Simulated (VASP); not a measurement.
# CsH (Fm-3m) in VASP: single point with LDA

Aim: the single point of CsH with LDA.

Program: VASP 6.6.1. These are calculated values, not measurements. Logs are shortened: lines on timing, memory, paths and dates and some standing lists are left out, and cuts for length are marked.

### 1 The cell of the first run

It takes space group Fm-3m (No. 225, cubic). The conventional cell has a = 6.468 Å, b = 6.468 Å, c = 6.468 Å, α = 90.00°, β = 90.00°, γ = 90.00°. Within 4.3 Å of Cs (site symmetry m-3m) lie 6 H at 3.23 Å. H (site symmetry m-3m) has 6 Cs at 3.23 Å within 4.3 Å.

### 2 Single point, LDA (equal strain along all axes, cell held: +6.0 %)

File INCAR:

```
ALGO = Normal
EDIFF = 1E-6
ENCUT = 520
GGA = CA
ISIF = 2
ISMEAR = 0
LASPH = T
LCHARG = F
LREAL = F
LWAVE = F
NBANDS = 18
NELM = 100
PREC = Accurate
SIGMA = 0.02
```

File KPOINTS:

```
k-points
0
Gamma
  6 6 6
```

File POSCAR:

```
CsH
1.0
    3.2341853249      3.2341853249      0.0000000000
   -3.2341853249      3.2341853249      0.0000000000
    0.0000000000      0.0000000000      6.4683706497
Cs H
2 2
Direct
    0.0000000000      0.0000000000      0.0000000000
    0.5000000000      0.5000000000      0.5000000000
    0.5000000000      0.5000000000      0.0000000000
    0.0000000000      0.0000000000      0.5000000000
```

Potentials or basis: VASP PAW LDA potentials, release 64 (Cs_sv, H).

Run with:

```sh
cat potpaw_LDA.64/Cs_sv/POTCAR potpaw_LDA.64/H/POTCAR > POTCAR
mpirun -np 1 vasp_std > vasp.out
```

OUTCAR:

```text
EDIFF = 1E-6
   ENCUT = 520
   GGA = CA
   ISIF = 2
   ISMEAR = 0
   LASPH = T
   LREAL = F
   NELM = 100
   PREC = Accurate

 ion  position               nearest neighbor table
   1  0.000  0.000  0.000-
   2  0.500  0.500  0.500-
   3  0.500  0.500  0.000-
   4  0.000  0.000  0.500-

  LATTYP: Found a simple tetragonal cell.
 ALAT       =     4.5738287497
 C/A-ratio  =     1.4142135624

  Lattice vectors:

 A1 = (   3.2341853249,   3.2341853249,   0.0000000000)
 A2 = (  -3.2341853249,   3.2341853249,   0.0000000000)
 A3 = (   0.0000000000,   0.0000000000,   6.4683706497)

Analysis of symmetry for initial positions (statically):
=====================================================================
 Subroutine PRICEL returns following result:

  LATTYP: Found a face centered cubic cell.
 ALAT       =     6.4683706497

  Lattice vectors:

 A1 = (   0.0000000000,  -3.2341853249,  -3.2341853248)
 A2 = (   3.2341853249,   0.0000000000,  -3.2341853249)
 A3 = (   3.2341853249,  -3.2341853249,   0.0000000000)

   2 primitive cells build up your supercell.

 Routine SETGRP: Setting up the symmetry group for a
 simple tetragonal supercell.

 Subroutine GETGRP returns: Found 16 space group operations
 (whereof 16 operations were pure point group operations)
 out of a pool of 16 trial point group operations.

The static configuration has the point symmetry D_4h.

Analysis of symmetry for dynamics (positions and initial velocities):
=====================================================================
 Subroutine PRICEL returns following result:

  LATTYP: Found a face centered cubic cell.
 ALAT       =     6.4683706497

  Lattice vectors:

 A1 = (   0.0000000000,  -3.2341853249,  -3.2341853248)
 A2 = (   3.2341853249,   0.0000000000,  -3.2341853249)
 A3 = (   3.2341853249,  -3.2341853249,   0.0000000000)

   2 primitive cells build up your supercell.

 Routine SETGRP: Setting up the symmetry group for a
 simple tetragonal supercell.

 Subroutine GETGRP returns: Found 16 space group operations
 (whereof 16 operations were pure point group operations)
 out of a pool of 16 trial point group operations.

The dynamic configuration has the point symmetry D_4h.

 Subroutine INISYM returns: Found 16 space group operations
 (whereof 16 operations are pure point group operations),
 and found     2 'primitive' translations

----------------------------------------------------------------------------------------

                                     Primitive cell

  volume of cell :      67.6589

  direct lattice vectors                    reciprocal lattice vectors
     0.000000000 -3.234185325 -3.234185325    -0.154598438 -0.154598438 -0.154598438
     3.234185325  0.000000000 -3.234185325     0.154598438  0.154598438 -0.154598438
     3.234185325 -3.234185325  0.000000000     0.154598438 -0.154598438  0.154598438

  length of vectors
     4.573828750  4.573828750  4.573828750     0.267772350  0.267772350  0.267772350

  position of ions in fractional coordinates (direct lattice)
     0.000000000  0.000000000  0.000000000
     0.500000000  0.500000000  0.500000000

  ion indices of the primitive-cell ions
   primitive index   ion index
                 1           1
                 2           4

----------------------------------------------------------------------------------------

 KPOINTS: k-points

Automatic generation of k-mesh.
 Grid dimensions read from file:
 generate k-points for:    6    6    6

 Generating k-lattice:

  Cartesian coordinates                     Fractional coordinates (reciprocal lattice)
     0.025766406  0.025766406  0.000000000     0.166666667  0.000000000  0.000000000
    -0.025766406  0.025766406  0.000000000     0.000000000  0.166666667  0.000000000
     0.000000000  0.000000000  0.025766406     0.000000000  0.000000000  0.166666667

  Length of vectors
     0.036439201  0.036439201  0.025766406

  Shift w.r.t. Gamma in fractional coordinates (k-lattice)
     0.000000000  0.000000000  0.000000000

 Subroutine IBZKPT returns following result:
 ===========================================

 Found     40 irreducible k-points:

 Following reciprocal coordinates:
            Coordinates               Weight
  0.000000  0.000000  0.000000      1.000000
  0.166667  0.000000  0.000000      4.000000
  0.333333  0.000000  0.000000      4.000000
  0.500000  0.000000  0.000000      2.000000
  0.166667  0.166667  0.000000      4.000000
  0.333333  0.166667  0.000000      8.000000
[... 16 lines left out ...]
  0.333333  0.000000  0.333333      8.000000
  0.500000  0.000000  0.333333      4.000000
 [... further k-points ...]
   k-points           NKPTS =     40   k-points in BZ     NKDIM =     40   number of bands    NBANDS=     18
   number of dos      NEDOS =    301   number of ions     NIONS =      4
   total plane-waves  NPLWV =  62208
   dimension x,y,z NGX =    36 NGY =   36 NGZ =   48
   dimension x,y,z NGXF=    72 NGYF=   72 NGZF=   96
   ions per type =               2   2
   NGX,Y,Z   is equivalent  to a cutoff of  13.08, 13.08, 12.34 a.u.
   NGXF,Y,Z  is equivalent  to a cutoff of  26.17, 26.17, 24.67 a.u.
 SYSTEM =  unknown system
   PREC   = accura    normal or accurate (medium, high low for compatibility)
   ISTART =      0    job   : 0-new  1-cont  2-samecut
   ICHARG =      2    charge: 1-file 2-atom 10-const
   ISPIN  =      1    spin polarized calculation?
   LNONCOLLINEAR =      F non collinear calculations
   LSORBIT =      F    spin-orbit coupling
   LASPH  =      T    aspherical Exc in radial PAW
   ENCUT  =  520.0 eV  38.22 Ry    6.18 a.u.   8.50  8.50 12.03*2*pi/ulx,y,z
   NELM   =    100;   NELMIN=  2; NELMDL= -5     # of ELM steps
   EDIFF  = 0.1E-05   stopping-criterion for ELM
   LREAL  =      F    real-space projection
   EDIFFG = 0.1E-04   stopping-criterion for IOM
   NSW    =      0    number of steps for IOM
   IBRION =     -1    ionic relax: 0-MD 1-quasi-New 2-CG
   NFREE  =      0    steps in history (QN), initial steepest desc. (CG)
   ISIF   =      2    stress and relaxation
   ISYM   =      2    0-nonsym 1-usesym 2-fastsym
   POTIM  = 0.5000    time-step for ionic-motion
   TEBEG  =    0.0;   TEEND  =   0.0 temperature during run
   PSTRESS=    0.0 pullay stress
   NELECT =      20.0000    total number of electrons
   NUPDOWN=      -1.0000    fix difference up-down
   EMIN   =  10.00;   EMAX   =-10.00  energy-range for DOS
   EFERMI =   0.00;   METHOD = LEGACY
   ISMEAR =     0;   SIGMA  =   0.02  broadening in eV -4-tet -1-fermi 0-gaus
   EFERMI_NEDOS =   21; number of points for ismear=-14 and -15
   IALGO  =     38    algorithm
   IMIX   =      4    mixing-type and parameters
     AMIX     =   0.40;   BMIX     =  1.00
     AMIX_MAG =   1.60;   BMIX_MAG =  1.00
  volume/ion in A,a.u.               =      33.83       228.29
  Fermi-wavevector in a.u.,A,eV,Ry     =   0.865565  1.635682 10.193534  0.749204
  Thomas-Fermi vector in A             =   1.983827
   LORBIT       =      0    0 simple, 1 ext, 2 COOP (PROOUT), +10 PAW based schemes
   GGA     = CA    functional components
   LHFCALC =     F    Hartree Fock is set to
   AEXX    =    0.0000 exact exchange contribution
   IVDW    =     0    specifies the selected vdW correction
   LEPSILON=     F    determine dielectric tensor
   LRPA    =     F    only Hartree local field effects (RPA)
 non-spin polarized calculation
 Gauss-broadening in eV      SIGMA  =   0.02
  energy-cutoff  :      520.00
  volume of cell :      135.32
 maximum number of plane-waves:      3676
 NGX is ok and might be reduce to    36
   NGX = 17   NGY = 17   NGZ = 25

 number of electron      20.0000005 magnetization

 Free energy of the ion-electron system (eV)
  ---------------------------------------------------
  ext. energy  EPLUGINS =         0.00000000
  ---------------------------------------------------
  free energy    TOTEN  =        -9.73549108 eV

  energy without entropy =       -9.73549108  energy(sigma->0) =       -9.73549108

 E-fermi :  -0.0385     XC(G=0):  -7.3763

 val. band max:       -0.1721591291   @ k =   0.5000   0.0000   0.5000
 cond. band min:       1.8179214406   @ k =   0.5000   0.0000   0.5000
 fundamental gap:      1.9900805697
 Fermi energy:        -0.0385013394

 k-point     1 :       0.0000    0.0000    0.0000
  band No.  band energies     occupation
      1     -21.6055      2.00000
      2     -21.5171      2.00000
      3      -8.7563      2.00000
      4      -8.3458      2.00000
      5      -8.3458      2.00000
      6      -8.0948      2.00000
[... 10 lines left out ...]
     17       6.5446      0.00000
     18       6.5446      0.00000

 k-point     2 :       0.1667    0.0000    0.0000
  band No.  band energies     occupation
      1     -21.5941      2.00000
      2     -21.5174      2.00000
      3      -8.7057      2.00000
      4      -8.4420      2.00000
      5      -8.3200      2.00000
      6      -8.2335      2.00000
[... 10 lines left out ...]
     17       5.9408      0.00000
     18       6.4061      0.00000

 k-point     3 :       0.3333    0.0000    0.0000
  band No.  band energies     occupation
      1     -21.5668      2.00000
      2     -21.5223      2.00000
      3      -8.6118      2.00000
      4      -8.5706      2.00000
      5      -8.4997      2.00000
      6      -8.2555      2.00000
[... 10 lines left out ...]
     17       5.4542      0.00000
     18       6.3669      0.00000

 k-point     4 :       0.5000    0.0000    0.0000
  band No.  band energies     occupation
      1     -21.5389      2.00000
      2     -21.5389      2.00000
      3      -8.6577      2.00000
      4      -8.6577      2.00000
      5      -8.3960      2.00000
      6      -8.3960      2.00000
[... 375 lines left out ...]
      4      -8.4490      2.00000
      5      -8.3144      2.00000
      6      -8.2667      2.00000
[... 10 lines left out ...]
     17       5.7797      0.00000
     18       5.8697      0.00000

 k-point    23 :       0.3333    0.0000    0.3333
  band No.  band energies     occupation
      1     -21.5555      2.00000
      2     -21.5332      2.00000
      3      -8.7819      2.00000
      4      -8.6931      2.00000
      5      -8.2948      2.00000
      6      -8.2236      2.00000
[... 10 lines left out ...]
     17       5.7863      0.00000
     18       6.4214      0.00000

 k-point    24 :       0.5000    0.0000    0.3333
  band No.  band energies     occupation
      1     -21.5386      2.00000
      2     -21.5386      2.00000
      3      -8.8279      2.00000
      4      -8.8279      2.00000
      5      -8.2208      2.00000
      6      -8.2208      2.00000
[... 10 lines left out ...]
     17       6.6009      0.00000
     18       6.6009      0.00000

 [... further k-points ...]
[... 5 lines left out ...]
  --------------------------------------------------------------------------------------
  -------------------------------------------------------------------------------------
  Total       -1.2842671     -1.2842671     -1.2845362      0.0000000     -0.0000000      0.0000000
  in kB      -15.2058690    -15.2058690    -15.2090554      0.0000000     -0.0000000      0.0000000
  external PRESSURE =     -15.2069312 kB  Pullay stress =       0.0000000 kB

 VOLUME and BASIS-vectors are now :
 -----------------------------------------------------------------------------
  energy-cutoff  :      520.00
  volume of cell :      135.32
      direct lattice vectors                 reciprocal lattice vectors
     3.234185325  3.234185325  0.000000000     0.154598438  0.154598438  0.000000000
    -3.234185325  3.234185325  0.000000000    -0.154598438  0.154598438  0.000000000
     0.000000000  0.000000000  6.468370650     0.000000000  0.000000000  0.154598438

 POSITION                                       TOTAL-FORCE (eV/Angst)
 -----------------------------------------------------------------------------------
      0.00000      0.00000      0.00000        -0.000000     -0.000000     -0.000000
      0.00000      3.23419      3.23419         0.000000     -0.000000      0.000000
      0.00000      3.23419      0.00000         0.000000      0.000000     -0.000000
      0.00000      0.00000      3.23419         0.000000      0.000000     -0.000000
 -----------------------------------------------------------------------------------
    total drift:                               -0.000000      0.000000      0.000000

  FREE ENERGIE OF THE ION-ELECTRON SYSTEM (eV)
  ---------------------------------------------------
  free  energy   TOTEN  =        -9.7354910756 eV

  energy  without entropy=       -9.7354910756  energy(sigma->0) =       -9.73549108
```

Wall time 50 s (1 thread of Intel Xeon Platinum 8488C (Sapphire Rapids), shared host); peak memory 0.24 GiB.

Results:

```
Free energy            : -9.7355 eV
Pressure               : -1.5 GPa
Band gap on the k mesh : 1.99 eV
```

Levels at points of the mesh, in eV from the valence-band top:
```csv
k point,band 6,band 7,band 8,band 9,band 10,band 11,band 12,band 13,band 14,band 15
"(0.00, 0.00, 0.00)",-7.92,-7.92,-7.92,-1.78,-1.10,2.94,4.98,4.98,4.98,5.16
"(0.50, 0.00, 0.00)",-8.22,-8.01,-8.01,-0.43,-0.43,2.99,2.99,3.88,3.88,5.21
"(0.50, 0.50, 0.00)",-8.17,-8.17,-8.17,-1.10,-1.10,2.94,2.94,5.16,5.16,7.65
"(0.00, 0.00, 0.50)",-8.05,-8.05,-8.05,-1.01,-1.01,3.68,3.68,4.02,4.02,5.79
"(0.50, 0.00, 0.50)",-8.01,-8.01,-8.01,0.00,0.00,1.99,1.99,4.56,4.56,4.56
"(0.50, 0.50, 0.50)",-8.39,-8.21,-8.21,-0.69,-0.69,3.88,3.88,3.88,3.88,4.94
```

Caveat: the cell differs from its parent crystal (equal strain along all axes, cell held: +6.0 %); spin-orbit coupling is left out, which moves the levels of the heavy elements.
